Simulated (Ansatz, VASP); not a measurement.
## Al32N: VASP beside Ansatz

```
CELL_PARAMETERS angstrom
8.10000 0.00000 0.00000
0.00000 8.10000 0.00000
0.00000 0.00000 8.10000
ATOMIC_POSITIONS crystal
Al 0.50230 0.99985 0.99987
Al 0.75028 0.24964 0.99982
Al 0.75017 0.99985 0.24775
Al 0.99820 0.99984 0.99986
Al 0.25016 0.25180 0.99986
Al 0.50000 0.49966 0.99979
Al 0.75034 0.75000 0.99979
Al 0.25034 0.99966 0.24563
Al 0.50128 0.25111 0.24872
Al 0.75035 0.49965 0.25005
Al 0.50476 0.99968 0.49978
Al 0.75020 0.25181 0.49988
Al 0.75019 0.99984 0.75192
Al 0.00036 0.49972 0.99982
Al 0.25015 0.74770 0.99987
Al 0.99924 0.25076 0.24900
Al 0.25015 0.49983 0.24775
Al 0.50165 0.74835 0.24836
Al 0.99657 0.99967 0.49978
Al 0.25033 0.25343 0.49978
Al 0.50233 0.49983 0.49988
Al 0.75017 0.74767 0.49988
Al 0.25034 0.99966 0.75369
Al 0.50116 0.25096 0.75095
Al 0.75032 0.49968 0.74970
Al 0.99889 0.74872 0.24872
Al 0.99819 0.49980 0.49988
Al 0.25033 0.74524 0.49978
Al 0.99936 0.25064 0.75068
Al 0.25016 0.49981 0.75192
Al 0.50149 0.74851 0.75130
Al 0.99904 0.74884 0.75095
N 0.25140 0.99861 0.49940
```

Alike in both runs: functional LDA; k mesh 3 × 3 × 3; occupations gaussian, width 0.15 eV; no spin polarisation.

Ansatz relaxed the structure, and its values are those at the end. VASP's run is a single point on that final structure, the one shown.

|  | VASP | Ansatz |
| --- | --- | --- |
| version | VASP 6.6.1 | Ansatz 0.2.0 |
| potentials or method | VASP PAW LDA potentials, release 64 (Al, N), cutoff 520 eV | scalar-relativistic, plane waves, PAW |
| valence electrons in the cell | 101 | 101 |

Ansatz gave:

- rms of the force components (eV/Å): 0.003

Estimate VASP's values.

rms of the force components (eV/Å): 0.004.

LDA's correlation is that of Perdew and Zunger in VASP and of Perdew and Wang (1992) in Ansatz. Ansatz's warnings: near symmetry operation missed by atoms.
